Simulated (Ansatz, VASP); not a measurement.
## Pt: VASP beside Ansatz

```xyz
1
Lattice="0.0000 2.1139 1.5522 2.1139 0.0000 1.5522 2.1139 2.1139 0.0000" Properties=species:S:1:pos:R:3 pbc="T T T"
Pt    0.0000    0.0000    0.0000
```

Alike in both runs: task single point; functional LDA; k mesh 22 × 22 × 22; occupations gaussian, width 0.15 eV; no spin polarisation.

|  | VASP | Ansatz |
| --- | --- | --- |
| version | VASP 6.6.1 | Ansatz 0.2.0 |
| potentials or method | VASP PAW LDA potentials, release 64 (Pt), cutoff 520 eV | scalar-relativistic, plane waves, PAW |
| valence electrons in the cell | 10 | 18 |

```csv
,VASP,Ansatz,Ansatz less VASP
gap on the k mesh at the Fermi level (eV),none,none,-
pressure (GPa),27.1,26.0,-1.05
"traceless stress, the component that is largest in VASP (GPa)",3.32,3.33,+0.005
```

LDA's correlation is that of Perdew and Zunger in VASP and of Perdew and Wang (1992) in Ansatz. A gap of «none» marks a metal or a gap that the smearing closes. VASP's potentials hold 10 valence electrons a cell and Ansatz's 18, so a difference there can come from the potentials and not from the codes.

Neither program's run includes spin-orbit coupling.
